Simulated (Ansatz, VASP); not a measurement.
## Ni in VASP and in Ansatz

```
Ni
1.0
     2.44802    0.00000    0.00000
    -1.22401    2.12005    0.00000
     0.00000    0.00000    4.07281
Ni
2
Direct
  0.33333 0.66667 0.25000
  0.66667 0.33333 0.75000
```

Alike in both runs: task single point; functional r2SCAN; k mesh 15 × 15 × 8; occupations fermi-dirac, width 0.15 eV; collinear spin.

```csv
,VASP,Ansatz
version,VASP 6.6.1,Ansatz 0.2.0
potentials or method,"VASP PAW PBE potentials, release 64 (Ni)","plane waves, PAW"
plane-wave cutoff (eV),520,500
valence electrons in the cell,20,36
```

```tsv
	VASP	Ansatz	Ansatz less VASP
pressure (GPa)	0.1	-0.3	-0.42
traceless stress, the component that is largest in VASP (GPa)	-2.17	-2.16	+0.008
net moment per atom (μB)	0.68	0.70	+0.015
size of the moment on the site where the two differ most (μB)	0.70	0.76	+0.060
```

VASP's potentials were made for PBE, not for r2SCAN. Site moments also hang on the region over which each program counts them. The functional is the same, so the differences come from potentials, cutoffs and numerics. VASP's potentials hold 20 valence electrons a cell and Ansatz's 36, so a difference there can come from the potentials and not from the codes. Ansatz's warnings: stability check not made.
